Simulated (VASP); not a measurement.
Runs of VASP 6.6.1 on ScTa3Os. The structure is that of space group Pm-3m (No. 221), or close to it. The cells are those of the table. The cell was built from a structure type or drawn by symmetry, and may not be a known phase.

```csv
task,cell,k mesh,cutoff (eV),gap on the mesh (eV),pressure (GPa),relaxed volume (Å³/atom)
relaxation of cell and atoms,"relaxed from a = 4.884 Å, 5 atoms",8 × 8 × 8,600,none,0.0,23.29
single point,"a = 4.884 Å, 5 atoms",4 × 4 × 4,520,none,0.5,-
relaxation of cell and atoms,"relaxed from a = 3.814 Å, 5 atoms",4 × 4 × 4,600,none,0.2,(a)
single point,"a = 4.877 Å, 5 atoms",8 × 8 × 8,520,none,0.5,-
```

Alike in all rows: level PBE; potentials or basis VASP PAW PBE potentials, release 64 (Sc_sv, Ta_pv, Os); no spin polarisation; smearing gaussian 0.1 eV.

Question: Estimate the missing entries.

Answer: (a) 23.33.

Caveats: some runs use coarse meshes; spin-orbit coupling is left out, which moves the levels of the heavy elements; the volume moved by over 15 % at a fixed basis, so the end points are rough (at least some runs).

A k mesh can miss the band edges, and the runs leave out spin-orbit coupling on Os, Ta.

A gap of «none» marks levels without a gap at the run's occupations.
